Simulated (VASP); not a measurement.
# Sc in VASP: density of states with PBE

Aim: the density of states of Sc with PBE.

Program: VASP 6.6.1. These are calculated values, not measurements. Logs are shortened: lines on timing, memory, paths and dates and some standing lists are left out, and cuts for length are marked.

**1. The cell of the first run**

The cell holds a sheet with vacuum, 1 atom: a = 2.935 Å, b = 2.935 Å, c = 23.800 Å, α = 90.00°, β = 90.00°, γ = 90.00°.

**2. Density of states, PBE, collinear spin, ferromagnetic start**

The input, POSCAR:

```
Sc
1.0
    2.9352594904      0.0000000000      0.0000000000
    0.0000000000      2.9352594904      0.0000000000
    0.0000000000      0.0000000000     23.8000000000
Sc
1
Direct
    0.5000000000      0.5000000000      0.2941176471
```

The input, INCAR.step1:

```
  ALGO = Normal
  DIPOL = 0.5 0.5 0.294
  EDIFF = 1E-7
  ENCUT = 520
  GGA = PE
  IDIPOL = 3
  ISIF = 2
  ISMEAR = 0
  ISPIN = 2
  LASPH = True
  LCHARG = True
  LDIPOL = True
  LMAXMIX = 4
  LREAL = False
  LWAVE = False
  MAGMOM = 0.66
  NBANDS = 16
  NELM = 150
  PREC = Accurate
  SIGMA = 0.1
```

The input, KPOINTS.step1:

```
k-points
0
Gamma
  20 20 1
```

The input, INCAR.step2:

```
  ALGO = Normal
  DIPOL = 0.5 0.5 0.294
  EDIFF = 1E-7
  ENCUT = 520
  GGA = PE
  ICHARG = 11
  IDIPOL = 3
  ISIF = 2
  ISMEAR = -5
  ISPIN = 2
  LASPH = True
  LCHARG = False
  LDIPOL = True
  LMAXMIX = 4
  LORBIT = 11
  LREAL = False
  LWAVE = False
  MAGMOM = 0.66
  NBANDS = 16
  NEDOS = 2001
  NELM = 150
  PREC = Accurate
  SIGMA = 0.1
```

The input, KPOINTS.step2:

```
k-points
0
Gamma
  30 30 1
```

Potentials or basis: VASP PAW PBE potentials, release 64 (Sc_sv).

The run is started by

```bash
cat potpaw_PBE.64/Sc_sv/POTCAR > POTCAR
cp INCAR.step1 INCAR
cp KPOINTS.step1 KPOINTS
mpirun -np 1 vasp_std > vasp.out
cp INCAR.step2 INCAR
cp KPOINTS.step2 KPOINTS
mpirun -np 1 vasp_std > vasp.out
```

OUTCAR:

```text
EDIFF = 1E-7
   ENCUT = 520
   GGA = PE
   ICHARG = 11
   ISIF = 2
   ISMEAR = -5
   ISPIN = 2
   LASPH = True
   LORBIT = 11
   LREAL = False
   NELM = 150
   PREC = Accurate

 ion  position               nearest neighbor table
   1  0.500  0.500  0.294-

  LATTYP: Found a simple tetragonal cell.
 ALAT       =     2.9352594904
 C/A-ratio  =     8.1083120855

  Lattice vectors:

 A1 = (   2.9352594904,   0.0000000000,   0.0000000000)
 A2 = (   0.0000000000,   2.9352594904,   0.0000000000)
 A3 = (   0.0000000000,   0.0000000000,  23.8000000000)

Analysis of symmetry for initial positions (statically):
=====================================================================
 Subroutine PRICEL returns:
 Original cell was already a primitive cell.

 Routine SETGRP: Setting up the symmetry group for a
 simple tetragonal supercell.

 Subroutine GETGRP returns: Found 16 space group operations
 (whereof  8 operations were pure point group operations)
 out of a pool of 16 trial point group operations.

The static configuration has the point symmetry C_4v.
 The point group associated with its full space group is D_4h.

Analysis of symmetry for dynamics (positions and initial velocities):
=====================================================================
 Subroutine PRICEL returns:
 Original cell was already a primitive cell.

 Routine SETGRP: Setting up the symmetry group for a
 simple tetragonal supercell.

 Subroutine GETGRP returns: Found 16 space group operations
 (whereof  8 operations were pure point group operations)
 out of a pool of 16 trial point group operations.

The dynamic configuration has the point symmetry C_4v.
 The point group associated with its full space group is D_4h.

Analysis of structural, dynamic, and magnetic symmetry:
=====================================================================
 Subroutine PRICEL returns:
 Original cell was already a primitive cell.

 Routine SETGRP: Setting up the symmetry group for a
 simple tetragonal supercell.

 Subroutine GETGRP returns: Found 16 space group operations
 (whereof  8 operations were pure point group operations)
 out of a pool of 16 trial point group operations.

The overall configuration has the point symmetry C_4v.
 The point group associated with its full space group is D_4h.

 Subroutine INISYM returns: Found 16 space group operations
 (whereof  8 operations are pure point group operations),
 and found     1 'primitive' translations

[... 115 lines left out ...]
  volume/ion in A,a.u.               =     205.05      1383.78
  Fermi-wavevector in a.u.,A,eV,Ry     =   0.617422  1.166759  5.186683  0.381210
  Thomas-Fermi vector in A             =   1.675503
   LORBIT       =     11    0 simple, 1 ext, 2 COOP (PROOUT), +10 PAW based schemes
   GGA     = PE    functional components
   LHFCALC =     F    Hartree Fock is set to
   AEXX    =    0.0000 exact exchange contribution
   IVDW    =     0    specifies the selected vdW correction
   LEPSILON=     F    determine dielectric tensor
   LRPA    =     F    only Hartree local field effects (RPA)
 spin polarized calculation
 Fermi weights with tetrahedron method with Bloechl corrections
  energy-cutoff  :      520.00
  volume of cell :      205.05
 maximum number of plane-waves:      5599
 NGX is ok and might be reduce to    24

 number of electron      10.9999999 magnetization       1.1489730

 dipolmoment           0.000000      0.000000     -0.000092 electrons x Angstroem

 Free energy of the ion-electron system (eV)
  ---------------------------------------------------
  ext. energy  EPLUGINS =         0.00000000
  ---------------------------------------------------
  free energy    TOTEN  =        -4.54869395 eV

  energy without entropy =       -4.54869395  energy(sigma->0) =       -4.54869395

 E-fermi :  -2.8288     XC(G=0):  -1.8983

 val. band max:       -2.8315729893   @ k =   0.2667   0.0333   0.0000
 cond. band min:      -2.8241779857   @ k =   0.5000   0.3333   0.0000
 fundamental gap:      0.0073950036
 Fermi energy:        -2.8287632241

 spin component 1

 k-point     1 :       0.0000    0.0000    0.0000
  band No.  band energies     occupation
      1     -52.9828      1.00000
      2     -31.8329      1.00000
      3     -31.2305      1.00000
      4     -31.2305      1.00000
      5      -6.6721      1.00000
      6      -3.5057      1.00000
[... 435 lines left out ...]
      5      -5.2642      1.00000
      6      -3.2253      1.00000
[... 8 lines left out ...]
     15       3.2936      0.00000
     16       3.5260      0.00000

 [... further k-points ...]

 spin component 2

 k-point     1 :       0.0000    0.0000    0.0000
  band No.  band energies     occupation
      1     -52.4787      1.00000
      2     -31.2713      1.00000
      3     -30.7375      1.00000
      4     -30.7375      1.00000
      5      -6.0172      1.00000
      6      -2.7242      0.00000
[... 435 lines left out ...]
      5      -4.5818      1.00000
      6      -2.2605      0.00000
[... 8 lines left out ...]
     15       3.5538      0.00000
     16       3.7498      0.00000

 [... further k-points ...]

------------------------ aborting loop because EDIFF is reached ----------------------------------------

 vacuum level on the upper side and lower side of the slab       (xc-potential included)        -0.000         0.002

  FORCE on cell =-STRESS in cart. coord.  units (eV):
  Direction    XX          YY          ZZ          XY          YZ          ZX
  --------------------------------------------------------------------------------------
  -------------------------------------------------------------------------------------
  Total       -0.0500053     -0.0500053     -0.0302870      0.0000000      0.0000000      0.0000000
  in kB       -0.3907116     -0.3907116     -0.2366447      0.0000000      0.0000000      0.0000000
  external PRESSURE =      -0.3393560 kB  Pullay stress =       0.0000000 kB

 VOLUME and BASIS-vectors are now :
 -----------------------------------------------------------------------------
  energy-cutoff  :      520.00
  volume of cell :      205.05
      direct lattice vectors                 reciprocal lattice vectors
     2.935259490  0.000000000  0.000000000     0.340685382  0.000000000  0.000000000
     0.000000000  2.935259490  0.000000000     0.000000000  0.340685382  0.000000000
     0.000000000  0.000000000 23.800000000     0.000000000  0.000000000  0.042016807

 POSITION                                       TOTAL-FORCE (eV/Angst)
 -----------------------------------------------------------------------------------
      1.46763      1.46763      7.00000         0.000000     -0.000000      0.000000
 -----------------------------------------------------------------------------------
    total drift:                                0.000000      0.000000     -0.019553

  FREE ENERGIE OF THE ION-ELECTRON SYSTEM (eV)
  ---------------------------------------------------
  free  energy   TOTEN  =        -4.5486939539 eV

  energy  without entropy=       -4.5486939539  energy(sigma->0) =       -4.54869395

 vacuum level on the upper side and lower side of the slab         1.037         1.039

 total charge

# of ion       s       p       d       tot
------------------------------------------
    1        2.290   6.046   1.058   9.394

 magnetization (x)

# of ion       s       p       d       tot
------------------------------------------
    1        0.015   0.035   0.564   0.613
```

OSZICAR.step1:

```text
N       E                     dE             d eps       ncg     rms          rms(c)
DAV:   1     0.846357638640E+02    0.84636E+02   -0.50840E+03  5568   0.448E+02
DAV:   2    -0.222433856818E+01   -0.86860E+02   -0.84616E+02  4312   0.159E+02
DAV:   3    -0.489125215978E+01   -0.26669E+01   -0.25230E+01  6104   0.351E+01
[... 24 lines left out ...]
DAV:  28    -0.455227879321E+01   -0.13622E-05   -0.10697E-07  4448   0.159E-03    0.170E-04
DAV:  29    -0.455227902504E+01   -0.23183E-06   -0.18104E-08  4680   0.680E-04    0.734E-05
DAV:  30    -0.455227916965E+01   -0.14462E-06   -0.20690E-09  3848   0.254E-04    0.367E-05
DAV:  31    -0.455227931661E+01   -0.14695E-06   -0.25980E-09  3832   0.198E-04    0.298E-05
DAV:  32    -0.455227933880E+01   -0.22191E-07   -0.42311E-10  3856   0.131E-04
   1 F= -.45522793E+01 E0= -.45486358E+01  d E =-.728708E-02  mag=     1.1490
```

Wall time 14 min (1 thread of Intel Xeon Platinum 8259CL at 2.50GHz (Skylake/Cascade Lake), shared host); peak memory 0.82 GiB.

What came out:

```yaml
Net_moment: 1.15 μB per cell
Site_moments: Sc +0.61 μB
Valence_electrons_inside_the_program's_atomic_spheres: Sc 9.39
```

Caveat: tetrahedron occupations give inexact forces and stress in metals.
